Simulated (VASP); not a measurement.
## C: single point with PBE

The system is C.

```
CELL_PARAMETERS angstrom
0.07577 1.96667 3.30170
1.28298 0.00000 3.32949
1.20721 1.96667 0.02779
ATOMIC_POSITIONS crystal
C 0.22544 0.77456 0.22544
C 0.77456 0.22544 0.77456
```

This cell differs from its parent crystal: strained and its atoms moved.

```
Program                : VASP 6.6.1
Task                   : single point
Functional             : PBE
Potentials or basis    : VASP PAW PBE potentials, release 64 (C)
Cutoff                 : 520 eV
k mesh                 : 14 × 14 × 14
Occupations            : gaussian, width 0.02 eV
Spin                   : no spin polarisation
Dipole correction      : no
Further INCAR settings : ALGO = Normal; EDIFF = 1e-06; NBANDS = 11
```

The pressure is 97.8 GPa, the largest force is 8.200 eV/Å and the band gap on the k mesh is zero (bands 4 and 5 overlap by 4.05 eV).

Forces in eV/Å, atoms in the order of the input:
```
C    0.000 -8.200  0.000
C    0.000  8.200  0.000
```

Stress tensor (GPa, compression positive):
```
190.28   0.00   4.28
  0.00  98.45   0.00
  4.28   0.00   4.58
```

Levels at points of the mesh, in eV from the Fermi level:
```
           k point  band 2  band 3  band 4  band 5  band 6  band 7
(0.00, 0.00, 0.00)   -9.43   -8.33    2.26    3.48    5.33   12.94
(0.50, 0.00, 0.00)  -15.80   -3.12   -2.27   -1.21    2.79   13.37
(0.00, 0.50, 0.00)  -15.84   -3.14   -1.97   -0.90    2.76   12.47
(0.50, 0.50, 0.00)  -10.24   -9.44    2.30    5.25    9.79   13.34
(0.50, 0.00, 0.50)  -13.05  -11.45   -4.42    6.46    8.27   12.05
(0.00, 0.50, 0.50)  -12.87  -11.49   -5.55    5.41    6.07   11.63
```

Run time: 58 s on 1 thread of Intel(R) Xeon(R) 6975P-C (Granite Rapids), on a shared host, peak memory 0.21 GiB.

Caveat: the cell differs from its parent crystal (strained and its atoms moved); the cell stands under pressure; this functional lacks dispersion, which binds the layers, so the pressure and a relaxed spacing across them are unreliable; forces of over 1 eV/Å act on the atoms, so gaps and moduli don't describe the material at rest.
